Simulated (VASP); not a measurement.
Write the native input for VASP 6.6.1 that does the following.

* Task: relaxation of cell and atoms
* Functional: PBEsol
* Potentials or basis: VASP PAW PBE potentials, release 64 (Zn)
* Cutoff: 600 eV
* k mesh: 12 × 12 × 12
* Occupations: fermi-dirac, width 0.05 eV
* Spin: no spin polarisation
* Target pressure: 5 GPa
* Dipole correction: no
* Further INCAR settings: ALGO = Normal; EDIFF = 1e-07; IBRION = 2; EDIFFG = -0.01; NSW = 60; ISIF = 3

The structure of Zn lies in POSCAR:

```
Zn
1.0
   -1.5690370000      1.5690370000      1.5690370000
    1.5690370000     -1.5690370000      1.5690370000
    1.5690370000      1.5690370000     -1.5690370000
Zn
1
Direct
    0.0000000000      0.0000000000      0.0000000000
```

These files were run (other wordings do the same):

INCAR

```
  PREC = Accurate
  ENCUT = 600
  EDIFF = 1E-7
  ISMEAR = -1
  SIGMA = 0.05
  LREAL = F
  LASPH = T
  NELM = 100
  ALGO = Normal
  ISIF = 3
  LWAVE = F
  LCHARG = F
  GGA = PS
  IBRION = 2
  NSW = 60
  EDIFFG = -0.01
  PSTRESS = 50.0
```

KPOINTS

```
regular mesh
0
Gamma
  12 12 12
```

Potentials or basis: VASP PAW PBE potentials, release 64 (Zn).

Run with:

```bash
$ cat potpaw_PBE.64/Zn/POTCAR > POTCAR
$ mpirun -np 1 vasp_std > vasp.out
```

It gave:

* Relaxed volume: 13.60 Å³/atom
* Relaxed cell: a = 2.604 Å, b = 2.604 Å, c = 2.604 Å, α = 109.47°, β = 109.47°, γ = 109.47°
* Space group after relaxing (to 0.05 Å): Im-3m (No. 229)
* Energy change on relaxing (the enthalpy is what falls): -8.5 meV/atom
* Ionic steps: 3
* Pressure after relaxing: 5.1 GPa
* Band gap on the k mesh: zero (band 6 reaches 8.27 eV, above the bottom of band 7 at 3.13 eV)

Caveat: the cell is relaxed towards a set pressure, so the enthalpy falls and the energy may rise; the PAW data sets were made with another functional, which shifts forces and pressure a little.

Run time: 14 s on 1 thread of Intel(R) Xeon(R) Platinum 8375C CPU @ 2.90GHz (Ice Lake) (shared host), peak memory 0.15 GiB.
